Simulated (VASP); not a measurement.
# Pd: electric field gradients with r2SCAN

Crystal: Pd.

```
Pd
1.0
     0.00000    1.94490    1.94490
     1.94490    0.00000    1.94490
     1.94490    1.94490    0.00000
Pd
1
Cartesian
  0.0000 0.0000 0.0000
```

| Item | Value |
| --- | --- |
| Program | VASP 6.6.1 |
| Task | electric field gradients |
| Functional | r2SCAN |
| Potentials or basis | VASP PAW PBE potentials, release 64 (Pd) |
| Cutoff | 520 eV |
| k mesh | 18 × 18 × 18 |
| Occupations | fermi-dirac, width 0.05 eV |
| Spin | no spin polarisation |
| Dipole correction | no |
| Further INCAR settings | ALGO = Normal; EDIFF = 1e-08; NBANDS = 11 |

```yaml
Pressure: 3.4 GPa
Band_gap_on_the_k_mesh: zero (band 5 reaches 9.96 eV, above the bottom of band 6 at 8.28 eV)
```

Levels at points of the mesh, in eV from the Fermi level:
| k point | band 3 | band 4 | band 5 | band 6 | band 7 | band 8 |
| --- | --- | --- | --- | --- | --- | --- |
| (0.00, 0.00, 0.00) | -2.93 | -2.93 | -1.32 | -1.32 | 18.02 | 22.44 |
| (0.50, 0.00, 0.00) | -3.01 | -0.04 | -0.04 | 1.28 | 7.73 | 17.42 |
| (0.50, 0.50, 0.00) | -0.10 | 0.31 | 0.31 | 3.65 | 11.34 | 13.94 |

Run time: 75 s on 1 thread of Intel(R) Xeon(R) Platinum 8488C (Sapphire Rapids), on a shared host, peak memory 0.15 GiB.

Caveat: without QUAD_EFG the Cq values of the log hold for a quadrupole moment of 1 mb, not for the nuclei; the PAW data sets were made with another functional, which shifts forces and pressure a little.
